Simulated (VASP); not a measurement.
# Al9H in VASP: a series of runs, part 2 of 2

VASP 6.6.1.

## 4. Single point, PBE

The input, INCAR:

```
SYSTEM = Al9H
PREC = Accurate
ENCUT = 520
EDIFF = 1E-6
ISMEAR = 0
SIGMA = 0.1
LREAL = Auto
LASPH = .True.
NELM = 80
ALGO = Normal
ISIF = 2
LWAVE = .False.
LCHARG = .False.
LDIPOL = .True.
IDIPOL = 3
DIPOL = 0.5 0.5 0.297
GGA = PE
NBANDS = 44
```

The input, KPOINTS:

```
Automatic mesh
0
Gamma
  5 3 1
  0 0 0
```

The input, POSCAR:

```
Al9H
1.0
    5.7086446660      0.0000000000      0.0000000000
   -1.4271611665      9.7033329366      0.0000000000
    0.0000000000      0.0000000000     22.7902708839
Al H
18 2
Direct
    0.2662242802      0.0648971207      0.1755134908
    0.7662242802      0.0648971207      0.1755134908
    0.3354843969      0.3419375876      0.2192156219
    0.8354843969      0.3419375876      0.2192156219
    0.1493364202      0.5973456810      0.2279560482
    0.6493364202      0.5973456810      0.2279560482
    0.4631884436      0.8527537744      0.2366964744
    0.9631884436      0.8527537744      0.2366964744
    0.0319869115      0.1277383811      0.2808269846
    0.5319869115      0.1277383811      0.2808269846
    0.0997952748      0.4042696946      0.3301089530
    0.5997952748      0.4042696946      0.3301089530
    0.4144272444      0.6597110304      0.3369829646
    0.9144272444      0.6597110304      0.3369829646
    0.2263180843      0.9111292163      0.3449343063
    0.7263180843      0.9111292163      0.3449343063
    0.2962616061      0.1814597108      0.3857027821
    0.7962616061      0.1814597108      0.3857027821
    0.6062804321      0.3107420763      0.4335302083
    0.6062804321      0.5386236822      0.4335302083
```

Potentials or basis: VASP PAW PBE potentials, release 64 (Al, H).

The run is started by

```console
> cat potpaw_PBE.64/Al/POTCAR potpaw_PBE.64/H/POTCAR > POTCAR
> mpirun -np 1 vasp_std > vasp.out
```

OUTCAR:

```text
SYSTEM = Al9H
   PREC = Accurate
   ENCUT = 520
   EDIFF = 1E-6
   ISMEAR = 0
   LREAL = Auto
   LASPH = .True.
   NELM = 80
   ISIF = 2
   GGA = PE

 ion  position               nearest neighbor table
   1  0.266  0.065  0.176-   2 2.85   2 2.85   9 2.86  10 2.86   3 2.87   7 2.87   8 2.87
   2  0.766  0.065  0.176-   1 2.85   1 2.85  10 2.86   9 2.86   4 2.87   8 2.87   7 2.87
   3  0.335  0.342  0.219-   4 2.85   4 2.85   1 2.87   6 2.87   5 2.87   9 2.89  10 2.89  12 2.96
                            11 2.97
   4  0.835  0.342  0.219-   3 2.85   3 2.85   2 2.87   5 2.87   6 2.87  10 2.89   9 2.89  11 2.96
                            12 2.97
   5  0.149  0.597  0.228-   6 2.85   6 2.85   8 2.87   4 2.87   7 2.87   3 2.87  13 2.93  14 2.93
                            11 2.99
   6  0.649  0.597  0.228-   5 2.85   5 2.85   7 2.87   3 2.87   8 2.87   4 2.87  14 2.93  13 2.93
                            12 2.99
   7  0.463  0.853  0.237-  10 2.85   8 2.85   8 2.85   6 2.87   5 2.87   1 2.87   2 2.87  16 2.90
                            15 2.91  13 2.96
   8  0.963  0.853  0.237-   9 2.85   7 2.85   7 2.85   5 2.87   6 2.87   2 2.87   1 2.87  15 2.90
                            16 2.91  14 2.96
[... 580 lines left out ...]
     40       0.8815      0.00000
 [bands above 40 left out]

------------------------ aborting loop because EDIFF is reached ----------------------------------------

 vacuum level on the upper side and lower side of the slab       (xc-potential included)         0.173        -0.370

  FORCE on cell =-STRESS in cart. coord.  units (eV):
  Direction    XX          YY          ZZ          XY          YZ          ZX
  --------------------------------------------------------------------------------------
  -------------------------------------------------------------------------------------
  Total      -13.6005635    -14.5200696     -3.0139114      1.0860045     -1.7959858      0.1303006
  in kB      -17.2609246    -18.4279001     -3.8250546      1.3782842     -2.2793450      0.1653688
  external PRESSURE =     -13.1712931 kB  Pullay stress =       0.0000000 kB

 VOLUME and BASIS-vectors are now :
 -----------------------------------------------------------------------------
  energy-cutoff  :      520.00
  volume of cell :     1262.42
      direct lattice vectors                 reciprocal lattice vectors
     5.708644666  0.000000000  0.000000000     0.175172928  0.025764343  0.000000000
    -1.427161166  9.703332937  0.000000000     0.000000000  0.103057373  0.000000000
     0.000000000  0.000000000 22.790270884     0.000000000  0.000000000  0.043878373

 POSITION                                       TOTAL-FORCE (eV/Angst)
 -----------------------------------------------------------------------------------
      1.42716      0.62972      4.00000        -0.232176      0.111321     -0.032136
      4.28148      0.62972      4.00000         0.245573      0.247198     -0.020321
      1.42716      3.31793      4.99598        -0.064954     -0.002755     -0.028836
      4.28148      3.31793      4.99598         0.067040     -0.011892     -0.098517
     -0.00000      5.79624      5.19518        -0.026117     -0.055935     -0.008090
      2.85432      5.79624      5.19518         0.028753     -0.126906      0.177911
[... 12 lines left out ...]
      3.01756      3.01523      9.88027         0.147152     -0.727460     -0.777746
      2.69234      5.22644      9.88027        -0.014687     -0.100460     -1.132967
 -----------------------------------------------------------------------------------
    total drift:                               -0.005521     -0.031397     -0.004324

  FREE ENERGIE OF THE ION-ELECTRON SYSTEM (eV)
  ---------------------------------------------------
  free  energy   TOTEN  =       -65.5588778247 eV

  energy  without entropy=      -65.5003655918  energy(sigma->0) =      -65.52962171

 vacuum level on the upper side and lower side of the slab         3.265         2.714
```

Wall time 20 min (1 thread of Intel Xeon 6975P-C (Granite Rapids), shared host); peak memory 1.2 GiB.

What came out:

```yaml
Free_energy: -65.5589 eV
Largest_force: 1.138 eV/Å
Band_gap_on_the_k_mesh: zero (bands 28 and 29 overlap by 0.56 eV)
```

Forces in eV/Å, atoms in the order of the input:
```
Al  -0.232  0.111 -0.032
Al   0.246  0.247 -0.020
Al  -0.065 -0.003 -0.029
Al   0.067 -0.012 -0.099
Al  -0.026 -0.056 -0.008
Al   0.029 -0.127  0.178
Al  -0.103 -0.033 -0.076
Al   0.062 -0.053 -0.151
Al   0.016 -0.066 -0.132
Al  -0.032  0.165  0.232
Al   0.017 -0.092 -0.054
Al  -0.002  0.188  0.530
Al   0.106 -0.137  0.486
Al  -0.046 -0.061  0.266
Al  -0.010  0.003 -0.004
Al   0.028  0.022  0.100
Al  -0.012  0.251  0.233
Al  -0.173  0.479  0.490
H    0.147 -0.727 -0.778
H   -0.015 -0.100 -1.133
```

## 5. Single point, PBE

The input, INCAR:

```
SYSTEM = Al9H
PREC = Accurate
ENCUT = 520
EDIFF = 1E-7
ISMEAR = 0
SIGMA = 0.1
LREAL = Auto
LASPH = .True.
NELM = 100
ALGO = Normal
ISIF = 2
LWAVE = .False.
LCHARG = .True.
LDIPOL = .True.
IDIPOL = 3
DIPOL = 0.5 0.5 0.300
GGA = PE
LELF = .True.
LVHAR = .True.
LVACPOTAV = .True.
NBANDS = 44
```

The input, KPOINTS:

```
regular mesh
0
Gamma
  5 3 1
  0 0 0
```

POSCAR, as its differences from that of step 4:

```diff
@@ -26,3 +26,3 @@
     0.7962616061      0.1814597108      0.3857027821
-    0.6062804321      0.3107420763      0.4335302083
-    0.6062804321      0.5386236822      0.4335302083
+    0.6062804321      0.3107420763      0.4616123669
+    0.6062804321      0.5386236822      0.4616123669
```

The run is started by

```console
> cat potpaw_PBE.64/Al/POTCAR potpaw_PBE.64/H/POTCAR > POTCAR
> mpirun -np 1 vasp_std > vasp.out
```

Wall time 22 min (1 thread of Intel Xeon 6975P-C (Granite Rapids), shared host); peak memory 1.2 GiB.

It converged, with:

```
Free energy            : -64.4280 eV
Largest force          : 0.965 eV/Å
Band gap on the k mesh : zero (bands 28 and 29 overlap by 0.70 eV)
```

Forces in eV/Å, atoms in the order of the input:
```
Al  -0.172  0.120 -0.028
Al   0.175  0.179 -0.015
Al   0.036  0.011  0.042
Al  -0.025  0.005 -0.009
Al  -0.009 -0.080  0.047
Al   0.002 -0.156  0.078
Al  -0.050 -0.057 -0.092
Al   0.030 -0.042 -0.133
Al   0.015 -0.041 -0.112
Al  -0.030  0.119  0.117
Al   0.024 -0.070  0.020
Al  -0.013  0.034  0.154
Al   0.038 -0.100  0.254
Al  -0.028 -0.066  0.155
Al  -0.009  0.041  0.016
Al   0.019  0.058  0.064
Al   0.057  0.262  0.341
Al  -0.171  0.425  0.620
H    0.001  0.059 -0.963
H    0.110 -0.701 -0.557
```

Levels at points of the mesh, in eV from the Fermi level:
```csv
k point,band 24,band 25,band 26,band 27,band 28,band 29,band 30,band 31,band 32,band 33
"(0.00, 0.00, 0.00)",-1.30,-1.07,-0.98,-0.83,-0.57,-0.55,-0.25,0.05,0.41,1.24
```

## 6. Overview

| cell | gap on the mesh (eV) | largest force (eV/Å) |
| --- | --- | --- |
| as given, atomic positions A | none | 2.97 |
| as given, atomic positions B | none | 1.27 |
| as given, atomic positions C | none | 1.14 |
| as given, atomic positions D | none | 0.96 |

Alike in all rows: task single point; level PBE; potentials or basis VASP PAW PBE potentials, release 64 (Al, H); no spin polarisation; k mesh 5 × 3 × 1; cutoff (eV) 520; smearing gaussian 0.1 eV.

Total energies depend on the potentials used, so only differences within one code and one set of settings carry meaning.
